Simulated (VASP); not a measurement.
# PbS in VASP: a series of runs, part 2 of 3

VASP 6.6.1. Earlier steps stand in the parts before.

### 3 Single point, PBEsol

This run uses another cell than the first one, of 26.26 Å³/atom, 1.034 times its volume.

Contents of INCAR:

```
SYSTEM = PbS
PREC = Accurate
ENCUT = 500
EDIFF = 1E-6
ISMEAR = 0
SIGMA = 0.01
LREAL = .False.
LASPH = .True.
NELM = 120
ALGO = Normal
ISIF = 2
LWAVE = .False.
LCHARG = .True.
GGA = PS
LELF = .True.
LVHAR = .True.
NBANDS = 28
GGA_COMPAT = .False.
```

Contents of KPOINTS:

```
regular mesh
0
Gamma
  5 5 3
  0 0 0
```

Contents of POSCAR:

```
PbS
1.0
    2.0362488219     -3.5270302522      0.0000000000
    2.0362488219      3.5270302522      0.0000000000
    0.0000000000      0.0000000000      7.3120482818
Pb S
2 2
Direct
   -0.0000132379      1.0000132379      0.4770602883
    1.0000132379     -0.0000132379      0.9770602883
    0.6666674745      0.3333325255      0.7021397117
    0.3333325255      0.6666674745      0.2021397117
```

Potentials or basis: VASP PAW PBE potentials, release 64 (Pb_d, S).

Run with:

```console
> cat potpaw_PBE.64/Pb_d/POTCAR potpaw_PBE.64/S/POTCAR > POTCAR
> mpirun -np 1 vasp_std > vasp.out
```

OUTCAR:

```text
SYSTEM = PbS
   PREC = Accurate
   ENCUT = 500
   EDIFF = 1E-6
   ISMEAR = 0
   LREAL = .False.
   LASPH = .True.
   NELM = 120
   ISIF = 2
   GGA = PS

 ion  position               nearest neighbor table
   1  1.000  0.000  0.477-   3 2.87   3 2.87   3 2.87   4 3.09   4 3.09   4 3.09   2 3.66   2 3.66

   2  0.000  1.000  0.977-   4 2.87   4 2.87   4 2.87   3 3.09   3 3.09   3 3.09   1 3.66   1 3.66

   3  0.667  0.333  0.702-   1 2.87   1 2.87   1 2.87   2 3.09   2 3.09   2 3.09
   4  0.333  0.667  0.202-   2 2.87   2 2.87   2 2.87   1 3.09   1 3.09   1 3.09

  LATTYP: Found a base centered orthorhombic cell.
 ALAT       =     4.0724976438
 B/A-ratio  =     1.7321214452
 C/A-ratio  =     1.7954702302

  Lattice vectors:

 A1 = (   2.0362488219,  -3.5270302522,   0.0000000000)
 A2 = (   2.0362488219,   3.5270302522,   0.0000000000)
 A3 = (   0.0000000000,   0.0000000000,   7.3120482818)

Analysis of symmetry for initial positions (statically):
=====================================================================
 Subroutine PRICEL returns:
 Original cell was already a primitive cell.

 Routine SETGRP: Setting up the symmetry group for a
 base centered orthorhombic supercell.

 Subroutine GETGRP returns: Found  4 space group operations
 (whereof  2 operations were pure point group operations)
 out of a pool of  8 trial point group operations.

The static configuration has the point symmetry C_1h.
 The point group associated with its full space group is C_2v.

Analysis of symmetry for dynamics (positions and initial velocities):
=====================================================================
 Subroutine PRICEL returns:
 Original cell was already a primitive cell.

 Routine SETGRP: Setting up the symmetry group for a
 base centered orthorhombic supercell.

 Subroutine GETGRP returns: Found  4 space group operations
 (whereof  2 operations were pure point group operations)
 out of a pool of  8 trial point group operations.

The dynamic configuration has the point symmetry C_1h.
 The point group associated with its full space group is C_2v.

 Subroutine INISYM returns: Found  4 space group operations
 (whereof  2 operations are pure point group operations),
 and found     1 'primitive' translations

----------------------------------------------------------------------------------------

                                     Primitive cell

  volume of cell :     105.0290

  direct lattice vectors                    reciprocal lattice vectors
     2.036248822 -3.527030252  0.000000000     0.245549559 -0.141762322  0.000000000
     2.036248822  3.527030252  0.000000000     0.245549559  0.141762322  0.000000000
     0.000000000  0.000000000  7.312048282     0.000000000  0.000000000  0.136760585

  length of vectors
     4.072622210  4.072622210  7.312048282     0.283533317  0.283533317  0.136760585

  position of ions in fractional coordinates (direct lattice)
     0.999986762  0.000013238  0.477060288
     0.000013238  0.999986762  0.977060288
     0.666667475  0.333332525  0.702139712
     0.333332525  0.666667475  0.202139712

  ion indices of the primitive-cell ions
   primitive index   ion index
                 1           1
                 2           2
                 3           3
                 4           4

----------------------------------------------------------------------------------------

[... 26 lines left out ...]
  0.000000  0.000000  0.000000      1.000000
  0.200000  0.000000  0.000000      4.000000
  0.400000  0.000000  0.000000      4.000000
  0.200000  0.200000  0.000000      2.000000
  0.400000  0.200000  0.000000      4.000000
 -0.400000  0.200000  0.000000      4.000000
[... 10 lines left out ...]
  0.400000  0.400000  0.333333      4.000000
 -0.400000  0.400000  0.333333      4.000000
   k-points           NKPTS =     18   k-points in BZ     NKDIM =     18   number of bands    NBANDS=     28
   number of dos      NEDOS =    301   number of ions     NIONS =      4
   total plane-waves  NPLWV =  48600
   dimension x,y,z NGX =    30 NGY =   30 NGZ =   54
   dimension x,y,z NGXF=    60 NGYF=   60 NGZF=  108
   ions per type =               2   2
   NGX,Y,Z   is equivalent  to a cutoff of  12.25, 12.25, 12.28 a.u.
   NGXF,Y,Z  is equivalent  to a cutoff of  24.49, 24.49, 24.55 a.u.
 SYSTEM =  PbS
   PREC   = accura    normal or accurate (medium, high low for compatibility)
   ISTART =      0    job   : 0-new  1-cont  2-samecut
   ICHARG =      2    charge: 1-file 2-atom 10-const
   ISPIN  =      1    spin polarized calculation?
   LNONCOLLINEAR =      F non collinear calculations
   LSORBIT =      F    spin-orbit coupling
   LASPH  =      T    aspherical Exc in radial PAW
   ENCUT  =  500.0 eV  36.75 Ry    6.06 a.u.   7.43  7.43 13.33*2*pi/ulx,y,z
   NELM   =    120;   NELMIN=  2; NELMDL= -5     # of ELM steps
   EDIFF  = 0.1E-05   stopping-criterion for ELM
   LREAL  =      F    real-space projection
   EDIFFG = 0.1E-04   stopping-criterion for IOM
   NSW    =      0    number of steps for IOM
   IBRION =     -1    ionic relax: 0-MD 1-quasi-New 2-CG
   NFREE  =      0    steps in history (QN), initial steepest desc. (CG)
   ISIF   =      2    stress and relaxation
   ISYM   =      2    0-nonsym 1-usesym 2-fastsym
   POTIM  = 0.5000    time-step for ionic-motion
   TEBEG  =    0.0;   TEEND  =   0.0 temperature during run
   PSTRESS=    0.0 pullay stress
   NELECT =      40.0000    total number of electrons
   NUPDOWN=      -1.0000    fix difference up-down
   EMIN   =  10.00;   EMAX   =-10.00  energy-range for DOS
   EFERMI =   0.00;   METHOD = LEGACY
   ISMEAR =     0;   SIGMA  =   0.01  broadening in eV -4-tet -1-fermi 0-gaus
   EFERMI_NEDOS =   21; number of points for ismear=-14 and -15
   IALGO  =     38    algorithm
   IMIX   =      4    mixing-type and parameters
     AMIX     =   0.40;   BMIX     =  1.00
     AMIX_MAG =   1.60;   BMIX_MAG =  1.00
  volume/ion in A,a.u.               =      26.26       177.19
  Fermi-wavevector in a.u.,A,eV,Ry     =   1.186657  2.242456 19.159104  1.408154
  Thomas-Fermi vector in A             =   2.322825
   LORBIT       =      0    0 simple, 1 ext, 2 COOP (PROOUT), +10 PAW based schemes
   GGA     = PS    functional components
   LHFCALC =     F    Hartree Fock is set to
   AEXX    =    0.0000 exact exchange contribution
   IVDW    =     0    specifies the selected vdW correction
   LEPSILON=     F    determine dielectric tensor
   LRPA    =     F    only Hartree local field effects (RPA)
 non-spin polarized calculation
 Gauss-broadening in eV      SIGMA  =   0.01
  energy-cutoff  :      500.00
  volume of cell :      105.03
 maximum number of plane-waves:      2697
 NGX is ok and might be reduce to    30
   NGX = 15   NGY = 15   NGZ = 27

 number of electron      39.9999993 magnetization

 Free energy of the ion-electron system (eV)
  ---------------------------------------------------
  ext. energy  EPLUGINS =         0.00000000
  ---------------------------------------------------
  free energy    TOTEN  =       -18.66260039 eV

  energy without entropy =      -18.66260039  energy(sigma->0) =      -18.66260039

 E-fermi :   5.6978     XC(G=0):  -9.8341

 val. band max:        5.6509438642   @ k =   0.0000   0.0000   0.0000
 cond. band min:       6.0510587625   @ k =   0.4000   0.0000   0.0000
 fundamental gap:      0.4001148983
 Fermi energy:         5.6977606284

 k-point     1 :       0.0000    0.0000    0.0000
  band No.  band energies     occupation
      1     -11.2733      2.00000
      2     -11.2061      2.00000
      3     -11.2060      2.00000
      4     -11.1858      2.00000
      5     -11.1857      2.00000
      6     -11.1685      2.00000
[... 547 lines left out ...]
     27      11.9532      0.00000
     28      12.7759      0.00000

------------------------ aborting loop because EDIFF is reached ----------------------------------------

  FORCE on cell =-STRESS in cart. coord.  units (eV):
  Direction    XX          YY          ZZ          XY          YZ          ZX
  --------------------------------------------------------------------------------------
  -------------------------------------------------------------------------------------
  Total       -0.0436450     -0.0448380     -0.0253729      0.0000000      0.0000000      0.0000000
  in kB       -0.6657888     -0.6839866     -0.3870548      0.0000000      0.0000000      0.0000000
  external PRESSURE =      -0.5789434 kB  Pullay stress =       0.0000000 kB

 VOLUME and BASIS-vectors are now :
 -----------------------------------------------------------------------------
  energy-cutoff  :      500.00
  volume of cell :      105.03
      direct lattice vectors                 reciprocal lattice vectors
     2.036248822 -3.527030252  0.000000000     0.245549559 -0.141762322  0.000000000
     2.036248822  3.527030252  0.000000000     0.245549559  0.141762322  0.000000000
     0.000000000  0.000000000  7.312048282     0.000000000  0.000000000  0.136760585

 POSITION                                       TOTAL-FORCE (eV/Angst)
 -----------------------------------------------------------------------------------
      2.03625     -3.52694      3.48829         0.000000     -0.000089     -0.002657
      2.03625      3.52694      7.14431         0.000000      0.000089     -0.002657
      2.03625     -1.17568      5.13408         0.000000     -0.000025      0.002657
      2.03625      1.17568      1.47806         0.000000      0.000025      0.002657
 -----------------------------------------------------------------------------------
    total drift:                                0.000000     -0.000000     -0.002156

  FREE ENERGIE OF THE ION-ELECTRON SYSTEM (eV)
  ---------------------------------------------------
  free  energy   TOTEN  =       -18.6626003939 eV

  energy  without entropy=      -18.6626003939  energy(sigma->0) =      -18.66260039
```

stdout:

```text
POSCAR found type information on POSCAR PbS
 POSCAR found :  2 types and       4 ions
 scaLAPACK will be used
 -----------------------------------------------------------------------------
|                                                                             |
|                                                                             |
|     You enforced a specific xc type in the INCAR file but a different       |
|     I HOPE YOU KNOW WHAT YOU ARE DOING!                                     |
|                                                                             |
 -----------------------------------------------------------------------------

 LDA part: xc-table for (Slater+PW92), standard interpolation
 POSCAR, INCAR and KPOINTS ok, starting setup
 FFT: planning ... GRIDC
 FFT: planning ... GRID_SOFT
 FFT: planning ... GRID
 WAVECAR not read
 entering main loop
```

It took 47 s on 1 thread of Intel Xeon Platinum 8375C at 2.90GHz (Ice Lake), shared host; peak memory 0.22 GiB.

Results:

- Free energy: -18.6626 eV
- Pressure: -0.1 GPa
- Band gap on the k mesh: 0.40 eV, indirect (least direct gap 0.70 eV)

Forces on the atoms (eV/Å):
```
Pb   0.000  0.000 -0.003
Pb   0.000  0.000 -0.003
S    0.000  0.000  0.003
S    0.000  0.000  0.003
```

Caveat: the PAW data sets were made with another functional, which shifts forces and pressure a little; spin-orbit coupling is left out, which moves the levels of the heavy elements. A k mesh can miss the band edges.

### 4 Single point, BLYP+D3(BJ)

This run uses another cell than the first one, of 27.05 Å³/atom, 1.066 times its volume.

Contents of INCAR:

```
PREC = Accurate ; ENCUT = 500
EDIFF = 1E-6 ; ISMEAR = 0
SIGMA = 0.01 ; LREAL = F
LASPH = T ; NELM = 120
ALGO = Normal ; ISIF = 2
LWAVE = F ; LCHARG = T
GGA = B5 ; ALDAX = 1.0
AGGAX = 1.0 ; AGGAC = 1.0
ALDAC = 0.0 ; IVDW = 12
VDW_S6 = 1.0 ; VDW_S8 = 2.6996
VDW_A1 = 0.4298 ; VDW_A2 = 4.2359
LELF = T ; LVHAR = T
NBANDS = 28 ; GGA_COMPAT = F
```

Contents of KPOINTS:

```
Automatic mesh
0
Gamma
  5 5 3
```

Contents of POSCAR:

```
PbS
1.0
    2.0504684340     -3.5512596398      0.0000000000
    2.0504684340      3.5512596398      0.0000000000
    0.0000000000      0.0000000000      7.4301831140
Pb S
2 2
Direct
   -0.0000779896      1.0000779896      0.4780404008
    1.0000779896     -0.0000779896      0.9780404008
    0.6666993608      0.3333006392      0.7011595992
    0.3333006392      0.6666993608      0.2011595992
```

Run with:

```console
> cat potpaw_PBE.64/Pb_d/POTCAR potpaw_PBE.64/S/POTCAR > POTCAR
> mpirun -np 1 vasp_std > vasp.out
```

Wall time 63 s (1 thread of Intel Xeon Platinum 8375C at 2.90GHz (Ice Lake), shared host); peak memory 0.23 GiB.

The run converged. Its results:

```
Free energy                : -18.2511 eV
Pressure                   : 0.1 GPa
Largest force              : 0.009 eV/Å
Band gap on the k mesh     : 0.54 eV, indirect (least direct gap 0.70 eV)
Dispersion energy per atom : -0.771 eV
```

Forces in eV/Å, atoms in the order of the input:
```
Pb   0.000 -0.001 -0.009
Pb   0.000  0.001 -0.009
S    0.000  0.002  0.009
S    0.000 -0.002  0.009
```

Levels at points of the mesh, in eV from the valence-band top:
| k point | band 17 | band 18 | band 19 | band 20 | band 21 | band 22 | band 23 | band 24 |
| --- | --- | --- | --- | --- | --- | --- | --- | --- |
| (0.00, 0.00, 0.00) | -1.96 | -1.55 | -1.55 | 0.00 | 0.70 | 3.32 | 3.32 | 3.64 |

Caveat: the PAW data sets were made with another functional, which shifts forces and pressure a little; spin-orbit coupling is left out, which moves the levels of the heavy elements. A k mesh can miss the band edges.

(Continued in part 3 of 3.)
